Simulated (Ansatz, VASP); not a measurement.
BN in VASP and in Ansatz

```
B N
1.0
     2.55407    0.00000    0.00000
    -1.27704    2.21189    0.00000
     0.00000    0.00000    6.66120
B N
2 2
Direct
  0.33333 0.66667 0.25000
  0.66667 0.33333 0.75000
  0.33333 0.66667 0.75000
  0.66667 0.33333 0.25000
```

Change from the starting cell: equal xx and yy strain of +2 %.

Alike in both runs: task single point; functional PBEsol; k mesh 11 × 11 × 4; occupations fermi-dirac, width 0.02 eV; no spin polarisation.

|  | VASP | Ansatz |
| --- | --- | --- |
| version | VASP 6.6.1 | Ansatz 0.2.0 |
| potentials or method | VASP PAW PBE potentials, release 64 (B, N), cutoff 520 eV | all-electron LAPW, scalar-relativistic |

```tsv
	VASP	Ansatz	Ansatz less VASP
gap on the k mesh at the Fermi level (eV)	4.13	4.13	+0.005
pressure (GPa)	-12.4	-12.7	-0.29
traceless stress, the component that is largest in VASP (GPa)	13.00	13.42	+0.421
```

VASP's potentials were made for PBE, not for PBEsol. Ansatz ran all-electron here, and VASP with PAW potentials.
